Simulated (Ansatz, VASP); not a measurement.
**GePt in VASP and in Ansatz**

Contents of INCAR:

```
PREC = Accurate
ENCUT = 600
EDIFF = 1E-7
ISMEAR = -1
SIGMA = 0.1
LREAL = F
LASPH = T
NELM = 60
ALGO = Normal
ISIF = 3
LWAVE = F
LCHARG = F
GGA = PE
IBRION = 2
NSW = 80
EDIFFG = -0.01
```

File KPOINTS:

```
regular mesh
0
Gamma
  5 8 5
```

POSCAR

```
GePt
1.0
    5.7190000000      0.0000000000      0.0000000000
    0.0000000000      3.6970000000      0.0000000000
    0.0000000000      0.0000000000      6.0840000000
Ge Pt
4 4
Direct
    0.1850000000      0.2500000000      0.5900000000
    0.3150000000      0.7500000000      0.0900000000
    0.6850000000      0.2500000000      0.9100000000
    0.8150000000      0.7500000000      0.4100000000
    0.9995000000      0.2500000000      0.1908000000
    0.5005000000      0.7500000000      0.6908000000
    0.4995000000      0.2500000000      0.3092000000
    0.0005000000      0.7500000000      0.8092000000
```

Input for Ansatz:

```yaml
crystal:
  lattice:
    - [5.719, 0.0, 0.0]
    - [0.0, 3.697, 0.0]
    - [0.0, 0.0, 6.084]
  atoms:
    - { symbol: Ge, position: [0.185, 0.25, 0.59] }
    - { symbol: Ge, position: [0.315, 0.75, 0.09] }
    - { symbol: Ge, position: [0.685, 0.25, 0.91] }
    - { symbol: Ge, position: [0.815, 0.75, 0.41] }
    - { symbol: Pt, position: [0.9995, 0.25, 0.1908] }
    - { symbol: Pt, position: [0.5005, 0.75, 0.6908] }
    - { symbol: Pt, position: [0.4995, 0.25, 0.3092] }
    - { symbol: Pt, position: [0.0005, 0.75, 0.8092] }
  symmetry: { tolerance: 0.0003 }
hamiltonian:
  xc: pbe
  pseudopotentials: { kind: paw, azcp: { folder: soft_1 } }
basis:
  ecutwfc: 420
magnetization:
  spin_polarized: false
scf:
  occupations: { method: fermi_dirac, width: 0.1 }
kpoints:
  mp_grid: { grid: [5, 8, 5], shift: [0, 0, 0] }
output:
  forces: true
  stress: true
  eigenvalues: true
relax:
  max_steps: 60
  cell: {}
```

Alike in both runs: task relaxation of cell and atoms; functional PBE; k mesh 5 × 8 × 5; occupations fermi-dirac, width 0.1 eV; no spin polarisation.

```csv
,VASP,Ansatz
version,VASP 6.6.1,Ansatz 0.2.0
potentials or method,"VASP PAW PBE potentials, release 64 (Ge_d, Pt), cutoff 600 eV",PAW plane waves
valence electrons in the cell,96,128
```

|  | VASP | Ansatz | Ansatz less VASP |
| --- | --- | --- | --- |
| gap on the k mesh at the Fermi level, each at its own relaxed structure (eV) | none | none | - |
| relaxed volume (Å³/atom) | 16.89 | 16.89 | +0.001 |
| relaxed cell length with the largest relative difference (Å) | 6.170 | 6.171 | +0.0009 |

A gap of «none» marks a metal or a gap that the smearing closes. VASP's potentials hold 96 valence electrons a cell and Ansatz's 128, so a difference there can come from the potentials and not from the codes.

Neither program's run includes spin-orbit coupling.
